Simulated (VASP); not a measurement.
Wanted: the native input for a VASP 6.6.1 run.

```yaml
Task: single point
Functional: LDA
Potentials_or_basis: VASP PAW LDA potentials, release 64 (Ni, O)
Cutoff: 600 eV
k_mesh: 10 × 10 × 10
Occupations: gaussian, width 0.05 eV
Spin: collinear spin, ferromagnetic start
Starting_moments: "[1.84, 0.27] μB"
Hubbard_terms: Ni d U = 6.2 eV
Dipole_correction: no
Further_INCAR_settings: ALGO = Normal; EDIFF = 1e-06; NBANDS = 19
```

The structure of NiO lies in POSCAR:

```
NiO
1.0
    0.0000000000      2.0575045924      2.0575045924
    2.0575045924      0.0000000000      2.0575045924
    2.0575045924      2.0575045924      0.0000000000
Ni O
1 1
Direct
    0.0000000000      0.0000000000      0.0000000000
    0.5000000000      0.5000000000      0.5000000000
```

The input as run:

INCAR

```
SYSTEM = NiO
ALGO = Normal ; EDIFF = 1E-6
ENCUT = 600 ; GGA_COMPAT = .FALSE.
ISIF = 2 ; ISMEAR = 0
ISPIN = 2 ; LASPH = .TRUE.
LCHARG = .FALSE. ; LDAU = .TRUE.
LDAUJ = 0 0 ; LDAUL = 2 -1
LDAUPRINT = 1 ; LDAUTYPE = 2
LDAUU = 6.2 0 ; LMAXMIX = 4
LORBIT = 11 ; LREAL = .FALSE.
LWAVE = .FALSE. ; MAGMOM = 1.84 0.27
NBANDS = 19 ; NELM = 200
PREC = Accurate ; SIGMA = 0.05
```

KPOINTS

```
k-points
0
G
  10 10 10
  0 0 0
```

Potentials or basis: VASP PAW LDA potentials, release 64 (Ni, O).

Command:

```bash
$ cat potpaw_LDA.64/Ni/POTCAR potpaw_LDA.64/O/POTCAR > POTCAR
$ mpirun -np 1 vasp_std > vasp.out
```

Results of the run:

- Pressure: -8.9 GPa
- Band gap on the k mesh: 1.68 eV (least direct gap 2.48 eV)
- Net moment: 2.00 μB per cell
- Site moments: Ni +1.78; O +0.21 μB
- Valence electrons inside the program's atomic spheres: Ni 9.14; O 5.01

Caveat: the cell stands under tension; a cell with one magnetic atom can't hold antiferromagnetic order, which such compounds often take.

It took 16 s on 1 thread of Intel Xeon 8259CL (shared host), peak memory 0.15 GiB.
